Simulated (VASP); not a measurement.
ZnH16Cl2O8: single point with PBE+D3(BJ)

The system is ZnH16Cl2O8.

```
CELL_PARAMETERS angstrom
6.73866 0.00000 0.00000
0.00000 6.73866 0.00000
0.00000 0.00000 6.73866
ATOMIC_POSITIONS crystal
O 0.15196 0.67527 0.45528
O 0.68218 0.23622 0.80574
O 0.09972 0.95435 0.88043
O 0.56195 0.38471 0.42897
O 0.39017 0.72271 0.15343
O 0.76481 0.79734 0.66255
O 0.74585 0.50639 0.03191
O 0.25189 0.10873 0.34229
H 0.24754 0.72348 0.54947
H 0.02052 0.68944 0.51573
H 0.66371 0.29868 0.67537
H 0.65163 0.09312 0.79342
H 0.08614 0.03001 0.00924
H 0.21343 0.99203 0.79437
H 0.50503 0.24932 0.42057
H 0.64446 0.39888 0.30062
H 0.49954 0.79991 0.20050
H 0.35682 0.67841 0.28975
H 0.77227 0.84125 0.51831
H 0.65261 0.70904 0.66599
H 0.60598 0.53292 0.07537
H 0.73998 0.37147 0.93907
H 0.14236 0.17327 0.42688
H 0.14081 0.01579 0.27050
Zn 0.96450 0.68297 0.96138
Cl 0.81849 0.92030 0.18962
Cl 0.18002 0.44055 0.87343
```

* Program: VASP 6.6.1
* Task: single point
* Functional: PBE
* Dispersion: D3(BJ)
* Potentials or basis: VASP PAW PBE potentials, release 64 (O, H, Zn, Cl)
* Cutoff: 520 eV
* k mesh: 1 × 1 × 1
* Occupations: fermi-dirac, width 0.02 eV
* Spin: no spin polarisation
* Dipole correction: no
* Further INCAR settings: ALGO = Normal; EDIFF = 1e-06; NBANDS = 64

The pressure is -1.3 GPa and the largest force is 4.474 eV/Å. The dispersion energy per atom is -0.051 eV.

Forces in eV/Å, atoms in the order of the input:
```
O   -0.683 -0.155 -0.267
O   -0.343 -1.188 -0.595
O    0.040  0.179  0.235
O    1.306 -0.354 -1.194
O    0.311 -0.801  0.880
O    0.134  0.608 -1.276
O   -1.023 -1.483 -0.051
O   -4.366 -0.978 -0.017
H   -0.054 -0.026  0.736
H    0.462 -0.120  0.116
H   -0.136  0.047 -0.419
H    0.564  0.646  0.252
H    0.558 -0.169 -1.751
H   -0.762  0.041  1.141
H   -0.235  0.665 -0.426
H   -0.876 -0.350  1.820
H    1.284  1.334 -0.596
H   -1.106 -0.633 -0.985
H    0.012 -0.260  1.102
H   -0.460 -0.573 -0.011
H    0.445  0.669 -0.629
H   -0.239  1.035  1.015
H    1.874 -0.156 -0.778
H    2.610  1.214  1.360
Zn   0.712  0.056  0.004
Cl   0.209  0.325  0.475
Cl  -0.239  0.427 -0.140
```

Stress tensor (GPa, compression positive):
```
-1.86  1.18  1.24
 1.18 -0.02 -0.21
 1.24 -0.21 -1.89
```

Levels at points of the mesh, in eV from the Fermi level:
```
           k point  band 42  band 43  band 44  band 45  band 46  band 47  band 48  band 49
(0.00, 0.00, 0.00)    -1.47    -1.18    -0.65    -0.56     2.53     5.09     5.34     5.58
```

Wall time 74 s on 1 thread of Intel Xeon 8259CL, with other jobs on the host, peak memory 0.35 GiB.

Caveat: the k points lie up to 0.93 Å⁻¹ apart, too coarse for converged energies, forces and pressures.
